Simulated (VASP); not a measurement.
Here is a VASP 6.6.1 calculation.

The input INCAR:

```
SYSTEM = MnSn3
PREC = Accurate
ENCUT = 520
EDIFF = 1E-6
ISMEAR = 0
SIGMA = 0.1
LREAL = .FALSE.
LASPH = .TRUE.
NELM = 150
ALGO = Normal
ISIF = 2
LWAVE = .FALSE.
LCHARG = .FALSE.
ISPIN = 2
MAGMOM = 0 0 0 4
LORBIT = 11
LMAXMIX = 4
GGA = PE
NBANDS = 40
```

The input KPOINTS:

```
Automatic mesh
0
G
  10 10 10
  0 0 0
```

File POSCAR:

```
MnSn3
1.0
    0.0000000000      3.5678868739      3.5678868739
    3.5678868739      0.0000000000      3.5678868739
    3.5678868739      3.5678868739      0.0000000000
Sn Mn
3 1
Direct
    0.2500000000      0.2500000000      0.2500000000
    0.7500000000      0.7500000000      0.7500000000
    0.5000000000      0.5000000000      0.5000000000
    0.0000000000      0.0000000000      0.0000000000
```

Potentials or basis: VASP PAW PBE potentials, release 64 (Sn_d, Mn_pv).

Launch:

```sh
$ cat potpaw_PBE.64/Sn_d/POTCAR potpaw_PBE.64/Mn_pv/POTCAR > POTCAR
$ mpirun -np 1 vasp_std > vasp.out
```

Task: Predict the net moment.

Result: 3.72 μB per cell.

Task: Predict the site moments.

Result: Sn -0.08, -0.01 (each value once); Mn +3.77 μB.

Task: Predict the pressure.

Result: 4.8 GPa.

Caveat: the cell stands under pressure.
